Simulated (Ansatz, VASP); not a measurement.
## One calculation of Na, two programs

```
CELL_PARAMETERS angstrom
-2.03935 2.03935 2.84826
2.03935 -2.03935 2.84826
2.03935 2.03935 -2.84826
ATOMIC_POSITIONS crystal
Na 0.00000 0.00000 0.00000
```

Change from the starting cell: strain +0.080 along x and y, +0.080 along z, atoms carried along.

Alike in both runs: task single point; functional PBEsol; k mesh 18 × 18 × 18; occupations gaussian, width 0.15 eV; no spin polarisation.

```csv
,VASP,Ansatz
version,VASP 6.6.1,Ansatz 0.2.0
potentials or method,"VASP PAW PBE potentials, release 64 (Na_pv), cutoff 520 eV","scalar-relativistic, plane waves, PAW"
valence electrons in the cell,7,9
```

|  | VASP | Ansatz | Ansatz less VASP |
| --- | --- | --- | --- |
| gap on the k mesh at the Fermi level (eV) | none | none | - |
| pressure (GPa) | -1.3 | -1.3 | 0.00 |

VASP's potentials were made for PBE, not for PBEsol. A gap of «none» marks a metal or a gap that the smearing closes. VASP's potentials hold 7 valence electrons a cell and Ansatz's 9, so a difference there can come from the potentials and not from the codes.
